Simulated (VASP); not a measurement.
**MgI2: single point with PBEsol**

MgI2:

```
Mg I
1.0
     4.15370    0.00000    0.00000
    -2.07685    3.59721    0.00000
     0.00000    0.00000    6.93062
Mg I
1 2
Direct
  0.00000 0.00000 0.00000
  0.33333 0.66667 0.75763
  0.66667 0.33333 0.24237
```

This cell differs from its parent crystal: zz strain of +1 %.

```
Program             : VASP 6.6.1
Task                : single point
Functional          : PBEsol
Potentials or basis : VASP PAW PBE potentials, release 64 (Mg, I)
Cutoff              : 520 eV
k mesh              : 7 × 7 × 4
Occupations         : fermi-dirac, width 0.03 eV
Spin                : no spin polarisation
```

| Quantity | Value |
| --- | --- |
| Pressure | -0.5 GPa |
| Largest force | 0.112 eV/Å |
| Band gap on the k mesh | 3.51 eV, indirect (least direct gap 3.59 eV) |

Forces on the atoms (eV/Å):
```
Mg   0.000  0.000  0.000
I    0.000  0.000  0.112
I    0.000  0.000 -0.112
```

Stress tensor (GPa, compression positive):
```
-0.54  0.00  0.00
 0.00 -0.54  0.00
 0.00  0.00 -0.41
```

Levels at points of the mesh, in eV from the valence-band top:
```csv
k point,band 6,band 7,band 8,band 9,band 10,band 11
"(0.00, 0.00, 0.00)",-0.02,-0.02,0.00,3.59,4.70,6.69
"(0.00, 0.00, 0.50)",-0.30,-0.12,-0.12,4.59,4.78,6.52
```

Run time: 22 s on 1 thread of Intel(R) Xeon(R) 6975P-C (Granite Rapids), on a shared host, peak memory 0.24 GiB.

Caveat: the cell differs from its parent crystal (zz strain of +1 %); the PAW data sets were made with another functional, which shifts forces and pressure a little; spin-orbit coupling is left out, which moves the levels of the heavy elements; this functional lacks dispersion, which binds the layers, so the pressure and a relaxed spacing across them are unreliable. A k mesh can miss the band edges.
